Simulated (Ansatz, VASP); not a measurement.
## One calculation of AlNi, two programs

The input INCAR:

```
PREC = Accurate
ENCUT = 520
EDIFF = 1E-6
ISMEAR = 0
SIGMA = 0.15
LREAL = False
LASPH = True
NELM = 60
ALGO = Fast
ISIF = 2
LWAVE = False
LCHARG = False
GGA = PS
NBANDS = 14
```

File KPOINTS:

```
regular mesh
0
Gamma
  20 20 20
```

Contents of POSCAR:

```
AlNi
1.0
    2.0213280871     -2.0213497883      0.0000000000
    2.0213280871      2.0213497883      0.0000000000
    0.0000000000      0.0000000000      2.8694088109
Al Ni
1 1
Direct
   -0.0000001878     -0.0349820986      0.0000000000
    0.5000000000      0.5000000000      0.5000000000
```

Input for Ansatz:

```yaml
crystal:
  lattice:
    - [2.0213280871, -2.0213497883, 0.0]
    - [2.0213280871, 2.0213497883, 0.0]
    - [0.0, 0.0, 2.8694088109]
  atoms:
    - { symbol: Al, position: [-1.878e-07, -0.0349820986, 0.0] }
    - { symbol: Ni, position: [0.5, 0.5, 0.5] }
basis:
  ecutwfc: 420
kpoints:
  mp_grid: { grid: [20, 20, 20] }
hamiltonian:
  xc: pbesol
scf:
  occupations: { method: gaussian, width: 0.15 }
output:
  forces: true
  stress: true
  eigenvalues: true
```

Alike in both runs: task single point; functional PBEsol; k mesh 20 × 20 × 20; occupations gaussian, width 0.15 eV; no spin polarisation.

```csv
,VASP,Ansatz
version,VASP 6.6.1,Ansatz 0.2.0
potentials or method,"VASP PAW PBE potentials, release 64 (Al, Ni), cutoff 520 eV","scalar-relativistic, plane waves, PAW"
valence electrons in the cell,13,21
```

Ansatz gave:

* gap on the k mesh at the Fermi level (eV): none
* pressure (GPa): 0.7
* traceless stress, the component that is largest in VASP (GPa): -0.27
* rms of the force components (eV/Å): 0.358

Q: What did VASP give for the same quantities?

A: gap on the k mesh at the Fermi level (eV): none; pressure (GPa): 0.9; traceless stress, the component that is largest in VASP (GPa): -0.27; rms of the force components (eV/Å): 0.361.

VASP's potentials were made for PBE, not for PBEsol. Atom by atom the forces differ by 0.002 eV/Å (rms over components). A gap of «none» marks a metal or a gap that the smearing closes. VASP's potentials hold 13 valence electrons a cell and Ansatz's 21, so a difference there can come from the potentials and not from the codes. Ansatz's warnings: near symmetry operations not taken.
